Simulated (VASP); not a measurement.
Cu:

```
Cu
1.0
     0.00000    1.80000    1.80000
     1.80000    0.00000    1.80000
     1.80000    1.80000    0.00000
Cu
1
Direct
  0.00000 0.00000 0.00000
```

```yaml
Program: VASP 6.6.1
Task: relaxation of cell and atoms
Functional: PBE
Potentials_or_basis: VASP PAW PBE potentials, release 64 (Cu)
Cutoff: 600 eV
k_mesh: 12 × 12 × 12
Occupations: gaussian, width 0.1 eV
Spin: no spin polarisation
```

At the start: pressure 4.2 GPa; volume 11.66 Å³/atom.

**Question.** How do energy, volume and symmetry change on relaxing?

**Answer.** Over 4 steps the energy falls by 4.2 meV/atom and the volume is 12.00 Å³/atom (+2.9 %); space group Fm-3m (No. 225, to 0.05 Å).

The path:
| step | energy change (eV) | largest force (eV/Å) | pressure (GPa) | volume (Å³) |
| --- | --- | --- | --- | --- |
| 1 | 0.0000 | 0.0000 | 4.20 | 11.66 |
| 2 | -0.0030 | 0.0000 | -2.11 | 12.19 |
| 3 | -0.0042 | 0.0000 | 0.04 | 12.00 |
| 4 | -0.0042 | 0.0000 | -0.03 | 12.00 |

Final structure:
```xyz
1
Lattice="0.0000 1.8173 1.8173 1.8173 0.0000 1.8173 1.8173 1.8173 0.0000" Properties=species:S:1:pos:R:3 pbc="T T T"
Cu    1.8173    1.8173    0.0000
```
